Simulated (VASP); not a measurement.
Set up this calculation in VASP 6.6.1, as the native input.

```yaml
Task: single point
Functional: PBEsol
Dispersion: D3(BJ)
Potentials_or_basis: VASP PAW PBE potentials, release 64 (Al)
Cutoff: 520 eV
k_mesh: 20 × 20 × 20
Occupations: gaussian, width 0.15 eV
Spin: no spin polarisation
Dipole_correction: no
Further_INCAR_settings: ALGO = Normal; EDIFF = 1e-07; NBANDS = 8
```

The structure of Al lies in POSCAR:

```
Al
1.0
    0.0000000000      2.0239800000      2.1454188000
    2.0239800000      0.0000000000      2.1454188000
    2.0239800000      2.0239800000      0.0000000000
Al
1
Direct
    0.0000000000      0.0000000000      0.0000000000
```

This cell differs from its parent crystal: strain +0.0600 x Voigt [0, 0, 1, 0, 0, 0].

These files were run (other wordings do the same):

INCAR

```
PREC = Accurate
ENCUT = 520
EDIFF = 1E-7
ISMEAR = 0
SIGMA = 0.15
LREAL = False
LASPH = True
NELM = 60
ALGO = Normal
ISIF = 2
LWAVE = False
LCHARG = False
GGA = PS
IVDW = 12
NBANDS = 8
```

KPOINTS

```
Automatic mesh
0
Gamma
  20 20 20
```

Potentials or basis: VASP PAW PBE potentials, release 64 (Al).

Launch:

```bash
$ cat potpaw_PBE.64/Al/POTCAR > POTCAR
$ mpirun -np 1 vasp_std > vasp.out
```

It gave:

```json
{
  "Pressure": "-8.2 GPa",
  "Dispersion energy per atom": "-0.298 eV"
}
```

Caveat: the cell differs from its parent crystal (strain +0.0600 x Voigt [0, 0, 1, 0, 0, 0]); the PAW data sets were made with another functional, which shifts forces and pressure a little; pairwise dispersion overbinds metals, which lowers pressure and volume.

It took 29 s on 1 thread of Intel(R) Xeon(R) Platinum 8559C (Emerald Rapids), with other jobs on the host, peak memory 0.2 GiB.
